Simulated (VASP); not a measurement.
# CaO (R3m) in VASP: relaxation of cell and atoms with PBE

Aim: the relaxation of cell and atoms of CaO with PBE.

Program: VASP 6.6.1. These are calculated values, not measurements. Logs are shortened: lines on timing, memory, paths and dates and some standing lists are left out, and cuts for length are marked.

### 1 The cell of the first run

The structure is trigonal, space group R3m (No. 160). The conventional cell has a = 3.491 Å, b = 3.491 Å, c = 8.551 Å, α = 90.00°, β = 90.00°, γ = 120.00°. Within 3.2 Å of Ca (site symmetry 3m) lie 6 O at 2.44 to 2.50 Å. Within 3.2 Å of O (site symmetry 3m) lie 6 Ca at 2.44 to 2.50 Å.

### 2 Relaxation of cell and atoms, PBE

File INCAR:

```
ALGO = Normal
EDIFF = 1E-7
EDIFFG = -0.01
ENCUT = 600
GGA = PE
GGA_COMPAT = F
IBRION = 2
ISIF = 3
ISMEAR = 0
LASPH = T
LCHARG = F
LREAL = F
LWAVE = F
NELM = 120
NELMIN = 4
NSW = 80
PREC = Accurate
SIGMA = 0.01
```

File KPOINTS:

```
k-points
0
Gamma
  4 4 4
```

File POSCAR:

```
CaO
1.0
    0.0000000000      2.4684000000      2.4684000000
    2.4684000000      0.0000000000      2.4684000000
    2.4684000000      2.4684000000      0.0000000000
Ca O
1 1
Direct
    0.0000000000      0.0000000000      0.0000000000
   -0.4938016530      0.5061983470      0.5061983470
```

Potentials or basis: VASP PAW PBE potentials, release 64 (Ca_sv, O).

Launch:

```sh
> cat potpaw_PBE.64/Ca_sv/POTCAR potpaw_PBE.64/O/POTCAR > POTCAR
> mpirun -np 1 vasp_std > vasp.out
```

OUTCAR:

```text
EDIFF = 1E-7
   EDIFFG = -0.01
   ENCUT = 600
   GGA = PE
   IBRION = 2
   ISIF = 3
   ISMEAR = 0
   LASPH = T
   LREAL = F
   NELM = 120
   NELMIN = 4
   NSW = 80
   PREC = Accurate

 ion  position               nearest neighbor table
   1  0.000  0.000  0.000-   2 2.44   2 2.44   2 2.44   2 2.50   2 2.50   2 2.50
   2  0.506  0.506  0.506-   1 2.44   1 2.44   1 2.44   1 2.50   1 2.50   1 2.50

  LATTYP: Found a face centered cubic cell.
 ALAT       =     4.9368000000

  Lattice vectors:

 A1 = (   0.0000000000,   2.4684000000,   2.4684000000)
 A2 = (   2.4684000000,   0.0000000000,   2.4684000000)
 A3 = (   2.4684000000,   2.4684000000,   0.0000000000)

Analysis of symmetry for initial positions (statically):
=====================================================================
 Subroutine PRICEL returns:
 Original cell was already a primitive cell.

 Routine SETGRP: Setting up the symmetry group for a
 face centered cubic supercell.

 Subroutine GETGRP returns: Found  6 space group operations
 (whereof  6 operations were pure point group operations)
 out of a pool of 48 trial point group operations.

The static configuration has the point symmetry C_3v.

Analysis of symmetry for dynamics (positions and initial velocities):
=====================================================================
 Subroutine PRICEL returns:
 Original cell was already a primitive cell.

 Routine SETGRP: Setting up the symmetry group for a
 face centered cubic supercell.

 Subroutine GETGRP returns: Found  6 space group operations
 (whereof  6 operations were pure point group operations)
 out of a pool of 48 trial point group operations.

The dynamic configuration has the point symmetry C_3v.

 Subroutine INISYM returns: Found  6 space group operations
 (whereof  6 operations are pure point group operations),
 and found     1 'primitive' translations

----------------------------------------------------------------------------------------

                                     Primitive cell

  volume of cell :      30.0799

  direct lattice vectors                    reciprocal lattice vectors
     0.000000000  2.468400000  2.468400000    -0.202560363  0.202560363  0.202560363
     2.468400000  0.000000000  2.468400000     0.202560363 -0.202560363  0.202560363
     2.468400000  2.468400000  0.000000000     0.202560363  0.202560363 -0.202560363

  length of vectors
     3.490844757  3.490844757  3.490844757     0.350844840  0.350844840  0.350844840

  position of ions in fractional coordinates (direct lattice)
     0.000000000  0.000000000  0.000000000
     0.506198347  0.506198347  0.506198347

  ion indices of the primitive-cell ions
   primitive index   ion index
                 1           1
                 2           2

----------------------------------------------------------------------------------------

 KPOINTS: k-points

Automatic generation of k-mesh.
 Grid dimensions read from file:
 generate k-points for:    4    4    4

 Generating k-lattice:

  Cartesian coordinates                     Fractional coordinates (reciprocal lattice)
    -0.050640091  0.050640091  0.050640091     0.250000000  0.000000000  0.000000000
     0.050640091 -0.050640091  0.050640091     0.000000000  0.250000000  0.000000000
     0.050640091  0.050640091 -0.050640091     0.000000000  0.000000000  0.250000000

  Length of vectors
     0.087711210  0.087711210  0.087711210

  Shift w.r.t. Gamma in fractional coordinates (k-lattice)
     0.000000000  0.000000000  0.000000000

 Subroutine IBZKPT returns following result:
 ===========================================

 Found     13 irreducible k-points:

 Following reciprocal coordinates:
            Coordinates               Weight
  0.000000  0.000000  0.000000      1.000000
  0.250000  0.000000  0.000000      6.000000
  0.250000  0.250000  0.250000      2.000000
  0.500000  0.000000  0.000000      3.000000
  0.500000  0.500000  0.500000      1.000000
  0.250000  0.250000  0.000000      6.000000
  0.500000  0.250000  0.000000     12.000000
  0.250000  0.250000 -0.250000      6.000000
  0.500000  0.250000  0.500000      6.000000
 -0.250000  0.250000  0.000000      6.000000
  0.250000  0.250000  0.500000      6.000000
  0.500000  0.500000  0.000000      3.000000
 -0.250000  0.500000  0.250000      6.000000
   k-points           NKPTS =     13   k-points in BZ     NKDIM =     13   number of bands    NBANDS=     12
   number of dos      NEDOS =    301   number of ions     NIONS =      2
   total plane-waves  NPLWV =  21952
   dimension x,y,z NGX =    28 NGY =   28 NGZ =   28
   dimension x,y,z NGXF=    56 NGYF=   56 NGZF=   56
   ions per type =               1   1
   NGX,Y,Z   is equivalent  to a cutoff of  13.33, 13.33, 13.33 a.u.
   NGXF,Y,Z  is equivalent  to a cutoff of  26.67, 26.67, 26.67 a.u.
 SYSTEM =  unknown system
   PREC   = accura    normal or accurate (medium, high low for compatibility)
   ISTART =      0    job   : 0-new  1-cont  2-samecut
   ICHARG =      2    charge: 1-file 2-atom 10-const
   ISPIN  =      1    spin polarized calculation?
   LNONCOLLINEAR =      F non collinear calculations
   LSORBIT =      F    spin-orbit coupling
   LASPH  =      T    aspherical Exc in radial PAW
   ENCUT  =  600.0 eV  44.10 Ry    6.64 a.u.   6.97  6.97  6.97*2*pi/ulx,y,z
   NELM   =    120;   NELMIN=  4; NELMDL= -5     # of ELM steps
   EDIFF  = 0.1E-06   stopping-criterion for ELM
   LREAL  =      F    real-space projection
   EDIFFG = -.1E-01   stopping-criterion for IOM
   NSW    =     80    number of steps for IOM
   IBRION =      2    ionic relax: 0-MD 1-quasi-New 2-CG
   NFREE  =      1    steps in history (QN), initial steepest desc. (CG)
   ISIF   =      3    stress and relaxation
   ISYM   =      2    0-nonsym 1-usesym 2-fastsym
   POTIM  = 0.5000    time-step for ionic-motion
   TEBEG  =    0.0;   TEEND  =   0.0 temperature during run
   PSTRESS=    0.0 pullay stress
   NELECT =      16.0000    total number of electrons
   NUPDOWN=      -1.0000    fix difference up-down
   EMIN   =  10.00;   EMAX   =-10.00  energy-range for DOS
   EFERMI =   0.00;   METHOD = LEGACY
   ISMEAR =     0;   SIGMA  =   0.01  broadening in eV -4-tet -1-fermi 0-gaus
   EFERMI_NEDOS =   21; number of points for ismear=-14 and -15
   IALGO  =     38    algorithm
   IMIX   =      4    mixing-type and parameters
     AMIX     =   0.40;   BMIX     =  1.00
     AMIX_MAG =   1.60;   BMIX_MAG =  1.00
  volume/ion in A,a.u.               =      15.04       101.49
  Fermi-wavevector in a.u.,A,eV,Ry     =   1.326445  2.506618 23.938861  1.759457
  Thomas-Fermi vector in A             =   2.455831
   LORBIT       =      0    0 simple, 1 ext, 2 COOP (PROOUT), +10 PAW based schemes
   GGA     = PE    functional components
   LHFCALC =     F    Hartree Fock is set to
   AEXX    =    0.0000 exact exchange contribution
   IVDW    =     0    specifies the selected vdW correction
   LEPSILON=     F    determine dielectric tensor
   LRPA    =     F    only Hartree local field effects (RPA)
 conjugate gradient relaxation of ions
 non-spin polarized calculation
 Gauss-broadening in eV      SIGMA  =   0.01
  energy-cutoff  :      600.00
  volume of cell :       30.08
 maximum number of plane-waves:      1012
   NGX = 13   NGY = 13   NGZ = 13

--------------------------------------- Ionic step        1  -------------------------------------------

 number of electron      15.9999999 magnetization

 Free energy of the ion-electron system (eV)
  ---------------------------------------------------
  ext. energy  EPLUGINS =         0.00000000
  ---------------------------------------------------
  free energy    TOTEN  =       -12.77103391 eV

  energy without entropy =      -12.77103391  energy(sigma->0) =      -12.77103391

------------------------ aborting loop because EDIFF is reached ----------------------------------------

  FORCE on cell =-STRESS in cart. coord.  units (eV):
  Direction    XX          YY          ZZ          XY          YZ          ZX
  --------------------------------------------------------------------------------------
  -------------------------------------------------------------------------------------
  Total       -1.0352393     -1.0352393     -1.0352393     -0.0011356     -0.0011356     -0.0011356
  in kB      -55.1410112    -55.1410112    -55.1410112     -0.0604844     -0.0604844     -0.0604844
  external PRESSURE =     -55.1410112 kB  Pullay stress =       0.0000000 kB

 VOLUME and BASIS-vectors are now :
 -----------------------------------------------------------------------------
  energy-cutoff  :      600.00
  volume of cell :       30.08
      direct lattice vectors                 reciprocal lattice vectors
     0.000000000  2.468400000  2.468400000    -0.202560363  0.202560363  0.202560363
     2.468400000  0.000000000  2.468400000     0.202560363 -0.202560363  0.202560363
     2.468400000  2.468400000  0.000000000     0.202560363  0.202560363 -0.202560363
[... 181 lines left out ...]
 POSITION                                       TOTAL-FORCE (eV/Angst)
 -----------------------------------------------------------------------------------
      0.01504      0.01504      0.01504        -0.000218     -0.000218     -0.000218
      2.43474      2.43474      2.43474         0.000218      0.000218      0.000218
 -----------------------------------------------------------------------------------
    total drift:                                0.000002      0.000002      0.000002

  FREE ENERGIE OF THE ION-ELECTRON SYSTEM (eV)
  ---------------------------------------------------
  free  energy   TOTEN  =       -12.8064235554 eV

  energy  without entropy=      -12.8064235554  energy(sigma->0) =      -12.80642356

--------------------------------------- Ionic step        7  -------------------------------------------

 number of electron      16.0000001 magnetization

 Free energy of the ion-electron system (eV)
  ---------------------------------------------------
  ext. energy  EPLUGINS =         0.00000000
  ---------------------------------------------------
  free energy    TOTEN  =       -12.80643572 eV

  energy without entropy =      -12.80643572  energy(sigma->0) =      -12.80643572

 E-fermi :   2.3381     XC(G=0): -10.3791

 val. band max:        2.2460350114   @ k =   0.0000   0.0000   0.0000
 cond. band min:       5.8805442843   @ k =   0.5000   0.5000   0.0000
 fundamental gap:      3.6345092729
 Fermi energy:         2.3380880293

 k-point     1 :       0.0000    0.0000    0.0000
  band No.  band energies     occupation
      1     -35.4797      2.00000
      2     -16.2574      2.00000
      3     -16.2574      2.00000
      4     -16.2574      2.00000
      5     -13.2490      2.00000
      6       2.2452      2.00000
      7       2.2452      2.00000
      8       2.2460      2.00000
      9       6.7986      0.00000
     10       8.4150      0.00000
     11       8.4150      0.00000
     12       8.4174      0.00000

 k-point     2 :       0.2500    0.0000    0.0000
  band No.  band energies     occupation
      1     -35.4328      2.00000
      2     -16.8371      2.00000
      3     -16.2832      2.00000
      4     -16.2831      2.00000
      5     -12.6283      2.00000
      6       0.7322      2.00000
      7       1.6048      2.00000
      8       1.6058      2.00000
      9       8.4328      0.00000
     10       8.9317      0.00000
     11       9.3478      0.00000
     12       9.3500      0.00000
[... 185 lines left out ...]
 POSITION                                       TOTAL-FORCE (eV/Angst)
 -----------------------------------------------------------------------------------
      0.01501      0.01501      0.01501        -0.000120     -0.000120     -0.000120
      2.43347      2.43347      2.43347         0.000120      0.000120      0.000120
 -----------------------------------------------------------------------------------
    total drift:                               -0.000000     -0.000000     -0.000000

  FREE ENERGIE OF THE ION-ELECTRON SYSTEM (eV)
  ---------------------------------------------------
  free  energy   TOTEN  =       -12.8064357152 eV

  energy  without entropy=      -12.8064357152  energy(sigma->0) =      -12.80643572

 reached required accuracy - stopping structural energy minimisation
```

Wall time 89 s (1 thread of Intel Xeon 8259CL, shared host); peak memory 0.17 GiB.

Results:

```yaml
Free_energy: -12.8064 eV
Relaxed_volume: 14.15 Å³/atom
Relaxed_cell: a = 3.421 Å, b = 3.421 Å, c = 3.421 Å, α = 60.01°, β = 60.01°, γ = 60.01°
Space_group_after_relaxing_to_0.05_Å: Fm-3m (No. 225)
Energy_gained_by_relaxing: 17.7 meV/atom
Ionic_steps: 7
Pressure_after_relaxing: 0.0 GPa
Band_gap_on_the_k_mesh: 3.63 eV, indirect (least direct gap 4.01 eV)
```

The path:
| step | energy change (eV) | largest force (eV/Å) | pressure (GPa) | volume (Å³) |
| --- | --- | --- | --- | --- |
| 1 | 0.0000 | 0.0986 | -5.51 | 30.08 |
| 2 | -0.0306 | 0.1254 | 1.72 | 27.88 |
| 3 | -0.0327 | 0.1212 | 0.09 | 28.30 |
| 4 | -0.0339 | 0.0902 | 0.08 | 28.29 |
| 5 | -0.0354 | 0.0000 | 0.12 | 28.27 |
| 6 | -0.0354 | 0.0004 | -0.12 | 28.34 |
| 7 | -0.0354 | 0.0002 | -0.01 | 28.31 |

Final structure:
```cif
data_structure
_symmetry_space_group_name_H-M 'P 1'
_symmetry_Int_Tables_number 1
_cell_length_a 3.4206
_cell_length_b 3.4206
_cell_length_c 3.4206
_cell_angle_alpha 60.011
_cell_angle_beta 60.011
_cell_angle_gamma 60.011
_cell_volume 28.31
loop_
_atom_site_label
_atom_site_type_symbol
_atom_site_fract_x
_atom_site_fract_y
_atom_site_fract_z
_atom_site_occupancy
Ca1 Ca 0.00310 0.00310 0.00310 1
O1 O 0.50309 0.50309 0.50309 1
```

Caveat: the k points lie up to 0.56 Å⁻¹ apart in the final cell. A k mesh can miss the band edges.
